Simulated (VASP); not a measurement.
**Sb: single point with PBE**

The system is Sb.

```
Sb
1.0
    -1.73411    1.73411    1.73411
     1.73411   -1.73411    1.73411
     1.73411    1.73411   -1.73411
Sb
1
Direct
  0.00000 0.00000 0.00000
```

This isn't the form of Sb at room conditions, which is rhombohedral.

```json
{
 "Program": "VASP 6.6.1",
 "Task": "single point",
 "Functional": "PBE",
 "Potentials or basis": "VASP PAW PBE potentials, release 64 (Sb)",
 "Cutoff": "500 eV",
 "k mesh": "9 × 9 × 9",
 "Occupations": "fermi-dirac, width 0.1 eV",
 "Spin": "no spin polarisation",
 "Dipole correction": "no",
 "Further INCAR settings": "ALGO = Normal; EDIFF = 1e-06; NBANDS = 8"
}
```

- Pressure: 30.1 GPa
- Band gap on the k mesh: zero (an odd number of electrons rules out a gap without spin polarisation)

Levels at points of the mesh, in eV from the Fermi level:
| k point | band 1 | band 2 | band 3 | band 4 | band 5 | band 6 |
| --- | --- | --- | --- | --- | --- | --- |
| (0.00, 0.00, 0.00) | -15.25 | 7.72 | 7.72 | 7.72 | 11.50 | 11.50 |

Wall time 4.8 s on 1 thread of Intel(R) Xeon(R) Platinum 8488C (Sapphire Rapids), on a shared host, peak memory 0.14 GiB.

Caveat: the cell stands under pressure; spin-orbit coupling is left out, which moves the levels of the heavy elements.
